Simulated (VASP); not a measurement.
A run of VASP 6.6.1 is set up as follows.

The input INCAR:

```
PREC = Accurate ; ENCUT = 600
EDIFF = 1E-6 ; ISMEAR = 0
SIGMA = 0.02 ; LREAL = F
LASPH = T ; NELM = 80
ALGO = Normal ; ISIF = 3
LWAVE = F ; LCHARG = F
GGA = PS ; IBRION = 2
NSW = 70 ; EDIFFG = -0.008
PSTRESS = 100.0
```

File KPOINTS:

```
regular mesh
0
Gamma
  10 10 10
```

POSCAR

```
BP
1.0
    0.0000000000      2.2197923618      2.2197923618
    2.2197923618      0.0000000000      2.2197923618
    2.2197923618      2.2197923618      0.0000000000
B P
1 1
Direct
    0.0000000000      0.0000000000      0.0000000000
    0.2500000000      0.2500000000      0.2500000000
```

Potentials or basis: VASP PAW PBE potentials, release 64 (B, P).

Launch:

```console
$ cat potpaw_PBE.64/B/POTCAR potpaw_PBE.64/P/POTCAR > POTCAR
$ mpirun -np 1 vasp_std > vasp.out
```

(1) Estimate the space group after relaxing (to 0.05 Å).

(2) What does it give for the band gap on the k mesh?

Answers

(1) F-43m (No. 216).

(2) 1.05 eV, indirect (least direct gap 3.46 eV).

Caveat: the cell is relaxed towards a set pressure, so the enthalpy falls and the energy may rise.
